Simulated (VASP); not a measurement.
# CaO (Fm-3m) in VASP: settings compared, part 2 of 2

VASP 6.6.1. The steps go on from the part before.

## Step 4: Single point, PBE

Input file INCAR:

```
SYSTEM = CaO
  PREC = Accurate
  ENCUT = 600
  EDIFF = 1E-6
  ISMEAR = -1
  SIGMA = 0.03
  LREAL = .False.
  LASPH = .True.
  NELM = 120
  ALGO = Normal
  ISIF = 2
  LWAVE = .False.
  LCHARG = .True.
  GGA = PE
  LELF = .True.
  LVHAR = .True.
  NBANDS = 15
  GGA_COMPAT = .False.
```

Input file KPOINTS:

```
Automatic mesh
0
Gamma
  4 4 4
  0 0 0
```

Input file POSCAR:

```
CaO
1.0
    0.0000000000      2.4035556960      2.4035556960
    2.4035556960      0.0000000000      2.4035556960
    2.4035556960      2.4035556960      0.0000000000
Ca O
1 1
Direct
    0.0000000000      0.0000000000      0.0000000000
    0.5000000000      0.5000000000      0.5000000000
```

Potentials or basis: VASP PAW PBE potentials, release 64 (Ca_sv, O).

Command:

```bash
cat potpaw_PBE.64/Ca_sv/POTCAR potpaw_PBE.64/O/POTCAR > POTCAR
mpirun -np 1 vasp_std > vasp.out
```

OUTCAR:

```text
SYSTEM = CaO
   PREC = Accurate
   ENCUT = 600
   EDIFF = 1E-6
   ISMEAR = -1
   LREAL = .False.
   LASPH = .True.
   NELM = 120
   ISIF = 2
   GGA = PE

 ion  position               nearest neighbor table
   1  0.000  0.000  0.000-   2 2.40   2 2.40   2 2.40   2 2.40   2 2.40   2 2.40
   2  0.500  0.500  0.500-   1 2.40   1 2.40   1 2.40   1 2.40   1 2.40   1 2.40

  LATTYP: Found a face centered cubic cell.
 ALAT       =     4.8071113920

  Lattice vectors:

 A1 = (   0.0000000000,   2.4035556960,   2.4035556960)
 A2 = (   2.4035556960,   0.0000000000,   2.4035556960)
 A3 = (   2.4035556960,   2.4035556960,   0.0000000000)

Analysis of symmetry for initial positions (statically):
=====================================================================
 Subroutine PRICEL returns:
 Original cell was already a primitive cell.

 Routine SETGRP: Setting up the symmetry group for a
 face centered cubic supercell.

 Subroutine GETGRP returns: Found 48 space group operations
 (whereof 48 operations were pure point group operations)
 out of a pool of 48 trial point group operations.

The static configuration has the point symmetry O_h .

Analysis of symmetry for dynamics (positions and initial velocities):
=====================================================================
 Subroutine PRICEL returns:
 Original cell was already a primitive cell.

 Routine SETGRP: Setting up the symmetry group for a
 face centered cubic supercell.

 Subroutine GETGRP returns: Found 48 space group operations
 (whereof 48 operations were pure point group operations)
 out of a pool of 48 trial point group operations.

The dynamic configuration has the point symmetry O_h .

 Subroutine INISYM returns: Found 48 space group operations
 (whereof 48 operations are pure point group operations),
 and found     1 'primitive' translations

----------------------------------------------------------------------------------------

                                     Primitive cell
[... 102 lines left out ...]
   IVDW    =     0    specifies the selected vdW correction
   LEPSILON=     F    determine dielectric tensor
   LRPA    =     F    only Hartree local field effects (RPA)
 non-spin polarized calculation
  energy-cutoff  :      600.00
  volume of cell :       27.77
 maximum number of plane-waves:       941
   NGX = 13   NGY = 13   NGZ = 13

 number of electron      15.9999997 magnetization

 Free energy of the ion-electron system (eV)
  ---------------------------------------------------
  ext. energy  EPLUGINS =         0.00000000
  ---------------------------------------------------
  free energy    TOTEN  =       -12.79917903 eV

  energy without entropy =      -12.79917903  energy(sigma->0) =      -12.79917903

 E-fermi :   3.1155     XC(G=0): -10.4717

 val. band max:        2.3535408148   @ k =   0.0000   0.0000   0.0000
 cond. band min:       5.9832978824   @ k =   0.5000   0.5000   0.0000
 fundamental gap:      3.6297570676
 Fermi energy:         3.1155371822

 k-point     1 :       0.0000    0.0000    0.0000
  band No.  band energies     occupation
      1     -35.2937      2.00000
      2     -16.0582      2.00000
      3     -16.0582      2.00000
      4     -16.0582      2.00000
      5     -13.1781      2.00000
      6       2.3535      2.00000
      7       2.3535      2.00000
      8       2.3535      2.00000
      9       7.0593      0.00000
     10       8.5707      0.00000
     11       8.5707      0.00000
     12       8.5707      0.00000
     13      10.0734      0.00000
     14      10.0734      0.00000
[... 113 lines left out ...]
      2     -16.4843      2.00000
      3     -16.4743      2.00000
      4     -16.4743      2.00000
      5     -12.5512      2.00000
      6       1.0667      2.00000
      7       1.2939      2.00000
      8       1.2939      2.00000
      9       8.6614      0.00000
     10       8.6614      0.00000
     11      10.7294      0.00000
     12      11.8818      0.00000
     13      12.3193      0.00000
     14      16.1973      0.00000
     15      16.4959      0.00000

------------------------ aborting loop because EDIFF is reached ----------------------------------------

  FORCE on cell =-STRESS in cart. coord.  units (eV):
  Direction    XX          YY          ZZ          XY          YZ          ZX
  --------------------------------------------------------------------------------------
  -------------------------------------------------------------------------------------
  Total        0.3683522      0.3683522      0.3683522     -0.0000000     -0.0000000      0.0000000
  in kB       21.2510922     21.2510922     21.2510922     -0.0000000     -0.0000000      0.0000000
  external PRESSURE =      21.2510922 kB  Pullay stress =       0.0000000 kB

 VOLUME and BASIS-vectors are now :
 -----------------------------------------------------------------------------
  energy-cutoff  :      600.00
  volume of cell :       27.77
      direct lattice vectors                 reciprocal lattice vectors
     0.000000000  2.403555696  2.403555696    -0.208025136  0.208025136  0.208025136
     2.403555696  0.000000000  2.403555696     0.208025136 -0.208025136  0.208025136
     2.403555696  2.403555696  0.000000000     0.208025136  0.208025136 -0.208025136

 POSITION                                       TOTAL-FORCE (eV/Angst)
 -----------------------------------------------------------------------------------
      0.00000      0.00000      0.00000        -0.000000      0.000000     -0.000000
      2.40356      2.40356      2.40356         0.000000     -0.000000      0.000000
 -----------------------------------------------------------------------------------
    total drift:                                0.000000      0.000000      0.000000

  FREE ENERGIE OF THE ION-ELECTRON SYSTEM (eV)
  ---------------------------------------------------
  free  energy   TOTEN  =       -12.7991790310 eV

  energy  without entropy=      -12.7991790310  energy(sigma->0) =      -12.79917903
```

Wall time 12 s (1 thread of Intel Xeon Platinum 8175M at 2.50GHz (Skylake/Cascade Lake), shared host); peak memory 0.15 GiB.

What came out:

```
Free energy            : -12.7992 eV
Pressure               : 2.1 GPa
Band gap on the k mesh : 3.63 eV, indirect (least direct gap 4.00 eV)
```

Levels at points of the mesh, in eV from the valence-band top:
```csv
k point,band 6,band 7,band 8,band 9,band 10,band 11
"(0.00, 0.00, 0.00)",0.00,0.00,0.00,4.71,6.22,6.22
"(0.50, 0.00, 0.00)",-2.64,-1.20,-1.20,7.04,8.35,8.35
"(0.50, 0.50, 0.00)",-1.30,-0.37,-0.37,3.63,8.03,8.88
```

Caveat: the k points lie up to 0.57 Å⁻¹ apart. As with any semilocal functional, this PBE gap is likely too small.

## Step 5: Summary

| task | level | cell | k mesh | smearing | gap on the mesh (eV) | pressure (GPa) | relaxed volume (Å³/atom) |
| --- | --- | --- | --- | --- | --- | --- | --- |
| relaxation of cell and atoms | revPBE | relaxed | 10 × 10 × 10 | fermi-dirac 0.05 eV | 3.73 | 0.0 | 14.53 |
| relaxation of cell and atoms | BLYP | relaxed | 10 × 10 × 10 | fermi-dirac 0.05 eV | 3.73 | 0.0 | 14.51 |
| single point | PBE | as given | 4 × 4 × 4 | fermi-dirac 0.03 eV | 3.63 | 2.1 | - |

Alike in all rows: potentials or basis VASP PAW PBE potentials, release 64 (Ca_sv, O); no spin polarisation; cutoff (eV) 600.

Caveats: some runs use coarse meshes; the PAW data sets were made with another functional, which shifts forces and pressure a little (some runs).

Absolute energies hang on the potentials; compare differences alone.
